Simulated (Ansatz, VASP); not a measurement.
# One calculation of Sn, two programs

```
Sn
1.0
     0.00000    3.23684    3.23684
     3.23684    0.00000    3.23684
     3.23684    3.23684    0.00000
Sn
2
Cartesian
  3.2368 3.2368 3.2368
  4.8553 4.8553 4.8553
```

Alike in both runs: task relaxation of cell and atoms; functional LDA; k mesh 12 × 12 × 12; occupations fermi-dirac, width 0.15 eV; no spin polarisation.

```csv
,VASP,Ansatz
version,VASP 6.6.1,Ansatz 0.2.0
potentials or method,"VASP PAW LDA potentials, release 64 (Sn_d), cutoff 600 eV","scalar-relativistic, plane waves, PAW"
valence electrons in the cell,28,28
```

Ansatz gave:

- gap on the k mesh at the Fermi level, each at its own relaxed structure (eV): none
- relaxed volume (Å³/atom): 33.95
- relaxed cell length with the largest relative difference (Å): 4.579

Q: What did VASP give for the same quantities?

A: gap on the k mesh at the Fermi level, each at its own relaxed structure (eV): none; relaxed volume (Å³/atom): 33.96; relaxed cell length with the largest relative difference (Å): 4.580.

Ansatz warns that its potentials were made for another functional, while VASP's fit it. LDA's correlation is that of Perdew and Zunger in VASP and of Perdew and Wang (1992) in Ansatz. A gap of «none» marks a metal or a gap that the smearing closes.
